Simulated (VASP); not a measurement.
Crystal: CsI.

```
Cs I
1.0
     4.66601    0.00000    0.00000
     0.00000    4.66601    0.00000
     0.00000    0.00000    4.66601
Cs I
1 1
Direct
  0.00000 0.00000 0.00000
  0.50000 0.50000 0.50000
```

```yaml
Program: VASP 6.6.1
Task: relaxation of cell and atoms
Functional: PBE
Dispersion: D3(BJ)
Potentials_or_basis: VASP PAW PBE potentials, release 64 (Cs_sv, I)
Cutoff: 500 eV
k_mesh: 6 × 6 × 6
Occupations: gaussian, width 0.02 eV
Spin: no spin polarisation
```

At the start: pressure -0.7 GPa; volume 50.79 Å³/atom.

Question: How do energy, volume and symmetry change on relaxing?

Answer: Over 4 steps the energy falls by 7.2 meV/atom and the volume is 47.58 Å³/atom (-6.3 %); space group Pm-3m (No. 221, to 0.1 Å) before and after.

Step by step:
| step | energy change (eV) | largest force (eV/Å) | pressure (GPa) | volume (Å³) |
| --- | --- | --- | --- | --- |
| 1 | 0.0000 | 0.0000 | -0.67 | 101.59 |
| 2 | -0.0104 | 0.0000 | -0.38 | 98.47 |
| 3 | -0.0144 | 0.0000 | -0.06 | 95.63 |
| 4 | -0.0145 | 0.0000 | 0.00 | 95.15 |

Final structure:
```yaml
crystal:
  lattice:
    - [4.56538, 0.00000, 0.00000]
    - [0.00000, 4.56538, 0.00000]
    - [0.00000, 0.00000, 4.56538]
  atoms:
    - { symbol: Cs, position: [0.00000, 0.00000, 0.00000] }
    - { symbol: I, position: [0.50000, 0.50000, 0.50000] }
```
